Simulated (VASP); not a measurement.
A run of VASP 6.6.1 is set up as follows.

File POSCAR:

```
AlGaN2
1.0
    3.1408770487      0.0000000000      0.0000000000
    0.0000000000      3.1408770487      0.0000000000
    0.0000000000      0.0000000000      4.4901955091
Al Ga N
1 1 2
Direct
    0.5000000000      0.5000000000      0.5000000000
    0.0000000000      0.0000000000      0.0000000000
    0.5000000000      0.0000000000      0.7382648100
    0.0000000000      0.5000000000      0.2617351900
```

Contents of INCAR.step1:

```
SYSTEM = AlGaN2
  PREC = Accurate
  ENCUT = 910
  ISMEAR = 0
  SIGMA = 0.05
  LREAL = .False.
  LASPH = .True.
  NELM = 120
  NBANDS = 21
  GGA = PE
  ALGO = Normal
  EDIFF = 1E-5
  LWAVE = .True.
  LCHARG = .False.
  GGA_COMPAT = .False.
```

File INCAR.step2:

```
SYSTEM = AlGaN2
  PREC = Accurate
  ENCUT = 910
  EDIFF = 1E-6
  ISMEAR = 0
  SIGMA = 0.05
  LREAL = .False.
  LASPH = .True.
  NELM = 120
  ALGO = Normal
  ISIF = 2
  LWAVE = .False.
  LCHARG = .False.
  METAGGA = R2SCAN
  LMIXTAU = .True.
  NBANDS = 21
  ISTART = 1
  GGA_COMPAT = .False.
```

The input KPOINTS:

```
regular mesh
0
Gamma
  8 8 6
  0 0 0
```

Potentials or basis: VASP PAW PBE potentials, release 64 (Al, Ga_d, N_h).

Launch:

```console
$ cat potpaw_PBE.64/Al/POTCAR potpaw_PBE.64/Ga_d/POTCAR potpaw_PBE.64/N_h/POTCAR > POTCAR
$ cp INCAR.step1 INCAR
$ mpirun -np 1 vasp_std > vasp.out
$ cp INCAR.step2 INCAR
$ mpirun -np 1 vasp_std > vasp.out
```

**Question.** Predict the band gap on the k mesh.

**Answer.** 3.22 eV.

**Question.** Predict the pressure.

**Answer.** -3.1 GPa.

**Question.** Estimate the largest force.

**Answer.** 0.028 eV/Å.

Forces on the atoms (eV/Å):
```
Al   0.000  0.000  0.000
Ga   0.000  0.000  0.000
N    0.000  0.000  0.028
N    0.000  0.000 -0.028
```

Caveat: the cell differs from its parent crystal (strain +0.000 along x and y, +0.015 along z); the cutoff is under 1.25 times the usual one of these potentials, so pressure, stress and relaxed cells hold a basis-set (Pulay) error; the cell stands under tension; the PAW data sets were made with another functional, which shifts forces and pressure a little.
